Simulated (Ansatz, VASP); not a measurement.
Two plane-wave programs on ZnS

```
CELL_PARAMETERS angstrom
3.92533 0.00000 0.00000
-1.96266 3.30042 0.00000
0.00000 0.00000 6.23400
ATOMIC_POSITIONS crystal
Zn 0.33333 0.66667 0.00000
Zn 0.66667 0.33333 0.50000
S 0.33333 0.66667 0.38500
S 0.66667 0.33333 0.88500
```

Change from the starting cell: strain +0.0300 x Voigt [1, 0, 0, 0, 0, 0], atoms carried along.

Alike in both runs: task single point; functional r2SCAN; k mesh 6 × 6 × 4; occupations gaussian, width 0.05 eV; no spin polarisation.

|  | VASP | Ansatz |
| --- | --- | --- |
| version | VASP 6.6.1 | Ansatz 0.2.0 |
| potentials or method | VASP PAW PBE potentials, release 64 (Zn, S), cutoff 520 eV | scalar-relativistic, plane waves, PAW |
| valence electrons in the cell | 36 | 36 |

|  | VASP | Ansatz | Ansatz less VASP |
| --- | --- | --- | --- |
| gap on the k mesh at the Fermi level (eV) | 2.64 | 2.64 | -0.006 |
| least direct gap on the mesh (eV) | 2.64 | 2.64 | -0.006 |
| pressure (GPa) | -2.0 | -2.1 | -0.05 |
| traceless stress, the component that is largest in VASP (GPa) | -1.71 | -1.67 | +0.039 |
| rms of the force components (eV/Å) | 0.161 | 0.162 | +0.0014 |

VASP's potentials were made for PBE, not for r2SCAN. Atom by atom the forces differ by 0.004 eV/Å (rms over components).
